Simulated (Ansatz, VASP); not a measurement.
**One calculation of SbAs, two programs**

```xyz
2
Lattice="2.0194 1.1659 3.6243 -2.0194 1.1659 3.6243 0.0000 -2.3318 3.6243" Properties=species:S:1:pos:R:3 pbc="T T T"
Sb    0.0000    0.0000    5.4365
As    0.0000    0.0000    0.0000
```

Change from the starting cell: volume scaled by 1.01.

Alike in both runs: task single point; functional PBEsol; k mesh 11 × 11 × 11; occupations fermi-dirac, width 0.05 eV; no spin polarisation.

|  | VASP | Ansatz |
| --- | --- | --- |
| version | VASP 6.6.1 | Ansatz 0.2.0 |
| potentials or method | VASP PAW PBE potentials, release 64 (Sb, As), cutoff 520 eV | all-electron LAPW, scalar-relativistic |

VASP gave:

| Quantity | Value |
| --- | --- |
| pressure (GPa) | -4.5 |
| traceless stress, the component that is largest in VASP (GPa) | -2.64 |

Which values does Ansatz return?

Pressure (GPa): -4.6; traceless stress, the component that is largest in VASP (GPa): -2.66.

VASP's potentials were made for PBE, not for PBEsol. Ansatz ran all-electron here, and VASP with PAW potentials.

Neither program's run includes spin-orbit coupling.
